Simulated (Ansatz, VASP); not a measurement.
# Two plane-wave programs on BN

Contents of POSCAR:

```
BN
1.0
    2.4676314996      0.0000000000      0.0000000000
   -1.2338157498      2.1370315658      0.0000000000
    0.0000000000      0.0000000000      4.0815808813
B N
2 2
Direct
    0.3333333333      0.6666666667      0.0005226463
    0.6666666667      0.3333333333      0.5005226463
    0.3333333333      0.6666666667      0.3744773537
    0.6666666667      0.3333333333      0.8744773537
```

Contents of INCAR.step1:

```
PREC = Accurate
ENCUT = 520
EDIFF = 1E-5
ISMEAR = 0
SIGMA = 0.01
LREAL = False
LASPH = True
NELM = 100
ALGO = Normal
ISIF = 2
LWAVE = True
LCHARG = False
NBANDS = 16
GGA = PE
```

The input INCAR.step2:

```
PREC = Accurate
ENCUT = 520
EDIFF = 1E-6
ISMEAR = 0
SIGMA = 0.01
LREAL = False
LASPH = True
NELM = 100
ALGO = Normal
ISIF = 2
LWAVE = False
LCHARG = False
GGA = PE
LHFCALC = True
HFSCREEN = 0.2079
PRECFOCK = Normal
NBANDS = 16
ISTART = 1
```

The input KPOINTS:

```
regular mesh
0
Gamma
  9 9 4
```

Input for Ansatz:

```yaml
crystal:
  lattice:
    - [2.4676314996, 0.0, 0.0]
    - [-1.2338157498, 2.1370315658, 0.0]
    - [0.0, 0.0, 4.0815808813]
  atoms:
    - { symbol: B, position: [0.3333333333, 0.6666666667, 0.0005226463] }
    - { symbol: B, position: [0.6666666667, 0.3333333333, 0.5005226463] }
    - { symbol: "N", position: [0.3333333333, 0.6666666667, 0.3744773537] }
    - { symbol: "N", position: [0.6666666667, 0.3333333333, 0.8744773537] }
kpoints:
  mp_grid: { grid: [9, 9, 4] }
  band_path:
    path:
      - [0.0, 0.0, 0.0]
      - [0.5, 0.0, 0.0]
      - [0.3333333333, 0.3333333333, 0.0]
      - [0.0, 0.0, 0.5]
      - [0.5, 0.0, 0.5]
      - [0.3333333333, 0.3333333333, 0.5]
      - [0.1, 0.0, 0.0]
    npoints: 1
hamiltonian:
  xc: hse06
scf:
  occupations: { method: fixed }
  n_extra_bands: 5
output:
  forces: true
  stress: true
  eigenvalues: true
  write_density: true
  write_potential: true
  elf: true
  volumetric_format: npy
```

Change from the starting cell: hydrostatic strain -3.0%.

Alike in both runs: task single point; functional HSE06; k mesh 9 × 9 × 4; no spin polarisation.

```csv
,VASP,Ansatz
version,VASP 6.6.1,Ansatz 0.2.0
potentials or method,"VASP PAW PBE potentials, release 64 (B, N)","plane waves, PAW"
plane-wave cutoff (eV),520,420
occupations,"gaussian, width 0.01 eV",fixed
valence electrons in the cell,16,16
```

Ansatz gave:

```
gap on the k mesh at the Fermi level (eV)                     : 6.33
pressure (GPa)                                                : 37.4
traceless stress, the component that is largest in VASP (GPa) : 0.21
rms of the force components (eV/Å)                            : 0.008
```

Question: Which values does VASP return?

Answer: gap on the k mesh at the Fermi level (eV): 6.31; pressure (GPa): 38.2; traceless stress, the component that is largest in VASP (GPa): 0.22; rms of the force components (eV/Å): 0.007.

Atom by atom the forces differ by 0.001 eV/Å (rms over components). Both programs put the cell under a high pressure, so it lies far from rest at this level. Ansatz's warnings: stress exchange threshold loose, stress scf threshold loose.
